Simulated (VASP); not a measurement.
# Zn9O8 (a cell with a defect) in VASP: relaxation of the atoms with PBE+D3(BJ)

Aim: the relaxation of the atoms of Zn9O8 (a cell with a defect) with PBE+D3(BJ).

All numbers are computed with VASP 6.6.1; they aren't measurements. Logs are shortened: lines on timing, memory, paths and dates and some standing lists are left out, and cuts for length are marked.

## Step 1: The cell of the first run

The cell holds a defect, 17 atoms: a = 6.507 Å, b = 5.635 Å, c = 5.207 Å, α = 90.00°, β = 90.00°, γ = 90.00°.

## Step 2: Relaxation of the atoms, PBE+D3(BJ)

INCAR reads:

```
SYSTEM = Zn9O8
PREC = Accurate ; ENCUT = 520
EDIFF = 1E-6 ; ISMEAR = -1
SIGMA = 0.05 ; LREAL = Auto
LASPH = .True. ; NELM = 80
ALGO = Normal ; ISIF = 2
LWAVE = .False. ; LCHARG = .False.
GGA = PE ; IVDW = 12
IBRION = 2 ; NSW = 45
EDIFFG = -0.08 ; KPAR = 2
NCORE = 2
```

KPOINTS reads:

```
regular mesh
0
Gamma
  2 2 2
  0 0 0
```

POSCAR reads:

```
Zn9O8
1.0
   -3.2533000000     -5.6348810000      0.0000000000
    4.8799500000     -2.8174400000      0.0000000000
    0.0000000000      0.0000000000      5.2073000000
Zn O
9 8
Direct
    0.5000000000      0.3333333000      0.0000000000
    0.5000000000      0.6666667000      0.5000000000
    0.2500000000      0.8333333000      0.0000000000
    0.2500000000      0.1666667000      0.5000000000
    0.0000000000      0.3333333000      0.0000000000
    0.0000000000      0.6666667000      0.5000000000
    0.7500000000      0.8333333000      0.0000000000
    0.7500000000      0.1666667000      0.5000000000
    0.2381850000      0.6509656000      0.6865649000
    0.5000000000      0.3333333000      0.3820000000
    0.5000000000      0.6666667000      0.8820000000
    0.2500000000      0.8333333000      0.3820000000
    0.2500000000      0.1666667000      0.8820000000
    0.0000000000      0.3333333000      0.3820000000
    0.0000000000      0.6666667000      0.8820000000
    0.7500000000      0.8333333000      0.3820000000
    0.7500000000      0.1666667000      0.8820000000
```

Potentials or basis: VASP PAW PBE potentials, release 64 (Zn, O).

Started as:

```sh
cat potpaw_PBE.64/Zn/POTCAR potpaw_PBE.64/O/POTCAR > POTCAR
mpirun -np 4 vasp_std > vasp.out
```

OUTCAR:

```text
SYSTEM = Zn9O8
   PREC = Accurate
   ENCUT = 520
   EDIFF = 1E-6
   ISMEAR = -1
   LREAL = Auto
   LASPH = .True.
   NELM = 80
   ISIF = 2
   GGA = PE
   IVDW = 12
   IBRION = 2
   NSW = 45
   EDIFFG = -0.08
 IVDW          = 12

 ion  position               nearest neighbor table
   1  0.500  0.333  0.000-  13 1.98  17 1.98  11 1.98  10 1.99   9 2.96
   2  0.500  0.667  0.500-   9 1.96  16 1.98  12 1.98  10 1.98  11 1.99
   3  0.250  0.833  0.000-   9 1.93  15 1.98  11 1.98  13 1.98  12 1.99
   4  0.250  0.167  0.500-  10 1.98  14 1.98  12 1.98  13 1.99   9 2.90
   5  0.000  0.333  0.000-  17 1.98  13 1.98  15 1.98  14 1.99   9 2.88
   6  0.000  0.667  0.500-   9 1.83  12 1.98  16 1.98  14 1.98  15 1.99
   7  0.750  0.833  0.000-  11 1.98  15 1.98  17 1.98  16 1.99
   8  0.750  0.167  0.500-  14 1.98  10 1.98  16 1.98  17 1.99
   9  0.238  0.651  0.687-   6 1.83  15 1.86  12 1.89   3 1.93   2 1.96  11 1.99   5 2.88   4 2.90
                             1 2.96
  10  0.500  0.333  0.382-   4 1.98   8 1.98   2 1.98   1 1.99
  11  0.500  0.667  0.882-   7 1.98   3 1.98   1 1.98   9 1.99   2 1.99
  12  0.250  0.833  0.382-   9 1.89   6 1.98   2 1.98   4 1.98   3 1.99
  13  0.250  0.167  0.882-   1 1.98   5 1.98   3 1.98   4 1.99
  14  0.000  0.333  0.382-   8 1.98   4 1.98   6 1.98   5 1.99
  15  0.000  0.667  0.882-   9 1.86   3 1.98   7 1.98   5 1.98   6 1.99
  16  0.750  0.833  0.382-   2 1.98   6 1.98   8 1.98   7 1.99
  17  0.750  0.167  0.882-   5 1.98   1 1.98   7 1.98   8 1.99

  LATTYP: Found a simple orthorhombic cell.
 ALAT       =     5.2073000000
 B/A-ratio  =     1.0821117795
 C/A-ratio  =     1.2495151217

  Lattice vectors:

 A1 = (   0.0000000000,   0.0000000000,  -5.2073000000)
 A2 = (   4.8799500000,  -2.8174400000,   0.0000000000)
 A3 = (  -3.2533000000,  -5.6348810000,   0.0000000000)

Analysis of symmetry for initial positions (statically):
=====================================================================
 Subroutine PRICEL returns:
 Original cell was already a primitive cell.

 Routine SETGRP: Setting up the symmetry group for a
 simple orthorhombic supercell.

 Subroutine GETGRP returns: Found  1 space group operations
 (whereof  1 operations were pure point group operations)
 out of a pool of  8 trial point group operations.

The static configuration has the point symmetry C_1 .

Analysis of symmetry for dynamics (positions and initial velocities):
=====================================================================
 Subroutine PRICEL returns:
 Original cell was already a primitive cell.

 Routine SETGRP: Setting up the symmetry group for a
 simple orthorhombic supercell.

 Subroutine GETGRP returns: Found  1 space group operations
 (whereof  1 operations were pure point group operations)
 out of a pool of  8 trial point group operations.

The dynamic configuration has the point symmetry C_1 .

 Subroutine INISYM returns: Found  1 space group operations
 (whereof  1 operations are pure point group operations),
 and found     1 'primitive' translations

[... 112 lines left out ...]
   NFREE  =      1    steps in history (QN), initial steepest desc. (CG)
   ISIF   =      2    stress and relaxation
   ISYM   =      2    0-nonsym 1-usesym 2-fastsym
   POTIM  = 0.5000    time-step for ionic-motion
   TEBEG  =    0.0;   TEEND  =   0.0 temperature during run
   PSTRESS=    0.0 pullay stress
   NELECT =     156.0000    total number of electrons
   NUPDOWN=      -1.0000    fix difference up-down
   EMIN   =  10.00;   EMAX   =-10.00  energy-range for DOS
   EFERMI =   0.00;   METHOD = LEGACY
   ISMEAR =    -1;   SIGMA  =   0.05  broadening in eV -4-tet -1-fermi 0-gaus
   EFERMI_NEDOS =   21; number of points for ismear=-14 and -15
   IALGO  =     38    algorithm
   IMIX   =      4    mixing-type and parameters
     AMIX     =   0.40;   BMIX     =  1.00
     AMIX_MAG =   1.60;   BMIX_MAG =  1.00
  volume/ion in A,a.u.               =      11.23        75.79
  Fermi-wavevector in a.u.,A,eV,Ry     =   1.530497  2.892220 31.870584  2.342422
  Thomas-Fermi vector in A             =   2.637972
   LORBIT       =      0    0 simple, 1 ext, 2 COOP (PROOUT), +10 PAW based schemes
   GGA     = PE    functional components
   LHFCALC =     F    Hartree Fock is set to
   AEXX    =    0.0000 exact exchange contribution
   IVDW    =    12    specifies the selected vdW correction
   LEPSILON=     F    determine dielectric tensor
   LRPA    =     F    only Hartree local field effects (RPA)
 conjugate gradient relaxation of ions
 non-spin polarized calculation
  energy-cutoff  :      520.00
  volume of cell :      190.92
 maximum number of plane-waves:      5152
   NGX = 25   NGY = 21   NGZ = 19

--------------------------------------- Ionic step        1  -------------------------------------------

 number of electron     156.0000008 magnetization

 Free energy of the ion-electron system (eV)
  ---------------------------------------------------
  ext. energy  EPLUGINS =         0.00000000
  ---------------------------------------------------
  free energy    TOTEN  =       -61.96570495 eV

  energy without entropy =      -61.93625381  energy(sigma->0) =      -61.95097938

------------------------ aborting loop because EDIFF is reached ----------------------------------------

 Edisp (eV)   -4.28650

 E8    (eV) :    -1.6328
[... 150 lines left out ...]
  FREE ENERGIE OF THE ION-ELECTRON SYSTEM (eV)
  ---------------------------------------------------
  free  energy   TOTEN  =       -70.2630427418 eV

  energy  without entropy=      -70.2276813008  energy(sigma->0) =      -70.24536202

[... ionic steps 4 to 17 ...]

--------------------------------------- Ionic step       18  -------------------------------------------

 number of electron     156.0000040 magnetization

------------------------ aborting loop because EDIFF is reached ----------------------------------------
[... 105 lines left out ...]
--------------------------------------- Ionic step       20  -------------------------------------------

 number of electron     156.0000056 magnetization

 Free energy of the ion-electron system (eV)
  ---------------------------------------------------
  ext. energy  EPLUGINS =         0.00000000
  ---------------------------------------------------
  free energy    TOTEN  =       -67.44880753 eV

  energy without entropy =      -67.42157216  energy(sigma->0) =      -67.43518985

 E-fermi :   4.3087     XC(G=0): -11.3862

 val. band max:        4.3029521920   @ k =   0.5000   0.0000   0.5000
 cond. band min:       4.5622017809   @ k =   0.0000   0.0000   0.5000
 fundamental gap:      0.2592495889
 Fermi energy:         4.3087024715

 k-point     1 :       0.0000    0.0000    0.0000
  band No.  band energies     occupation
      1     -16.6842      2.00000
      2     -16.1125      2.00000
      3     -16.0334      2.00000
      4     -15.8229      2.00000
      5     -15.7855      2.00000
      6     -15.7101      2.00000
[... 733 lines left out ...]
     89      10.1031      0.00000
     90      10.4176      0.00000
 [bands above 90 left out]

------------------------ aborting loop because EDIFF is reached ----------------------------------------

 Edisp (eV)   -4.28656

 E8    (eV) :    -1.6325
[... 40 lines left out ...]
  FREE ENERGIE OF THE ION-ELECTRON SYSTEM (eV)
  ---------------------------------------------------
  free  energy   TOTEN  =       -71.7353647251 eV

  energy  without entropy=      -71.7081293552  energy(sigma->0) =      -71.72174704

 reached required accuracy - stopping structural energy minimisation
```

OSZICAR:

```text
N       E                     dE             d eps       ncg     rms          rms(c)
DAV:   1     0.203715224787E+04    0.20372E+04   -0.70954E+04  1488   0.254E+03
DAV:   2     0.354096779881E+03   -0.16831E+04   -0.15993E+04  1488   0.663E+02
DAV:   3    -0.357163085806E+02   -0.38981E+03   -0.37580E+03  1542   0.260E+02
[... 222 lines left out ...]
DAV:   3    -0.674489521332E+02    0.15527E-03   -0.11924E-03  1784   0.235E-01    0.125E-01
DAV:   4    -0.674488052165E+02    0.14692E-03   -0.41680E-04  2096   0.432E-01    0.475E-02
DAV:   5    -0.674488140101E+02   -0.87936E-05   -0.34718E-04  1688   0.122E-01    0.249E-02
DAV:   6    -0.674488068767E+02    0.71334E-05   -0.59633E-05  2224   0.103E-01    0.107E-02
DAV:   7    -0.674488081103E+02   -0.12336E-05   -0.18011E-05  1680   0.258E-02    0.690E-03
DAV:   8    -0.674488075348E+02    0.57553E-06   -0.17831E-06  1075   0.190E-02
  20 F= -.71735365E+02 E0= -.71721747E+02  d E =-.389385E-02
```

CONTCAR:

```text
Zn9O8
   1.00000000000000
    -3.2532999999999999   -5.6348810000000000    0.0000000000000000
     4.8799500000000000   -2.8174399999999999    0.0000000000000000
     0.0000000000000000    0.0000000000000000    5.2073000000000000
  Zn              O
     9     8
Direct
     0.5082346073668261    0.3334606901096640    0.9963250583447288
     0.5221546649220147    0.6650566091202147    0.4694440087643941
     0.2506458864688124    0.8574145046746222    0.0469027324757042
     0.2501410644687553    0.1720483045514541    0.5017269384993175
     0.9904763925830223    0.3313828316172090    0.9958760494641585
     0.9759431632091503    0.6649695178862211    0.4626571833130914
[... 9 lines left out ...]
     0.7481537499785961    0.8504438224135197    0.3652187560239069
     0.7489380791001070    0.1787509004309349    0.8632459178572299

  0.00000000E+00  0.00000000E+00  0.00000000E+00
  0.00000000E+00  0.00000000E+00  0.00000000E+00
  0.00000000E+00  0.00000000E+00  0.00000000E+00
  0.00000000E+00  0.00000000E+00  0.00000000E+00
  0.00000000E+00  0.00000000E+00  0.00000000E+00
  0.00000000E+00  0.00000000E+00  0.00000000E+00
[... 9 lines left out ...]
  0.00000000E+00  0.00000000E+00  0.00000000E+00
  0.00000000E+00  0.00000000E+00  0.00000000E+00
```

Run time: 18 min. Hardware: 4 MPI ranks of AMD EPYC 7R43 (Zen 3), shared host; peak memory 0.24 GiB.

What came out:

| Quantity | Value |
| --- | --- |
| Free energy | -71.7354 eV |
| Energy gained by relaxing | 322.5 meV/atom |
| Ionic steps | 20 |
| Pressure after relaxing | 16.8 GPa |
| Largest force after relaxing | 0.073 eV/Å |
| Band gap on the k mesh | zero (bands 78 and 79 overlap by 0.09 eV) |
| Dispersion energy per atom | -0.252 eV |

Forces in eV/Å, atoms in the order of the input:
```
Zn   0.007 -0.003 -0.014
Zn  -0.018  0.029  0.065
Zn  -0.012 -0.009 -0.003
Zn   0.026 -0.008 -0.054
Zn  -0.003  0.002 -0.016
Zn  -0.052 -0.018  0.047
Zn  -0.001 -0.003 -0.007
Zn   0.010  0.001 -0.005
Zn  -0.040  0.033  0.013
O    0.011  0.006 -0.008
O   -0.012 -0.013 -0.022
O    0.002  0.011 -0.008
O    0.048 -0.023  0.031
O   -0.008 -0.012 -0.016
O    0.018  0.022 -0.006
O    0.029 -0.023 -0.010
O   -0.005  0.006  0.013
```

The path:
```csv
step,energy change (eV),largest force (eV/Å),pressure (GPa)
1,0.0000,12.7851,28.04
2,0.9447,21.7671,31.57
3,-4.0108,3.4718,21.24
4,-4.7967,2.2268,19.12
5,-4.8065,2.0503,19.17
6,-5.1458,1.0503,17.78
7,-5.1458,1.0483,17.78
8,-5.2953,0.7683,17.38
9,-5.3014,1.0621,17.34
10,-5.3815,0.4160,17.09
11,-5.3948,0.4927,17.03
12,-5.4426,0.3017,16.86
13,-5.4464,0.3425,16.81
14,-5.4627,0.2143,16.82
15,-5.4628,0.2327,16.82
16,-5.4699,0.1355,16.82
17,-5.4712,0.1666,16.82
18,-5.4772,0.0989,16.84
19,-5.4793,0.1318,16.85
20,-5.4832,0.0731,16.85
```

Final structure:
```
Zn O
1.0
    -3.25330   -5.63488    0.00000
     4.87995   -2.81744    0.00000
     0.00000    0.00000    5.20730
Zn O
9 8
Cartesian
  -0.0262 -3.8033 5.1882
  1.5467 -4.8160 2.4445
  3.3687 -3.8281 0.2442
  0.0258 -1.8943 2.6126
  -1.6052 -6.5149 5.1858
  0.0700 -7.3728 2.4092
  1.7422 -6.6325 5.1273
  -1.5873 -4.7143 2.5686
  1.8515 -2.9202 3.7796
  -0.0438 -3.7736 1.8985
  1.7026 -4.7610 4.6735
  3.2873 -3.7750 2.1460
  -0.0341 -1.8614 4.6568
  -1.6414 -6.5174 1.8953
  0.0996 -7.5441 4.7124
  1.7162 -6.6118 1.9018
  -1.5642 -4.7238 4.4952
```

Caveat: the k points lie up to 0.60 Å⁻¹ apart; the relaxation stopped at a loose force limit of 0.08 eV/Å, so its end isn't a converged minimum.

The gap in the log of VASP goes by the Fermi energy; the results here count the filled bands.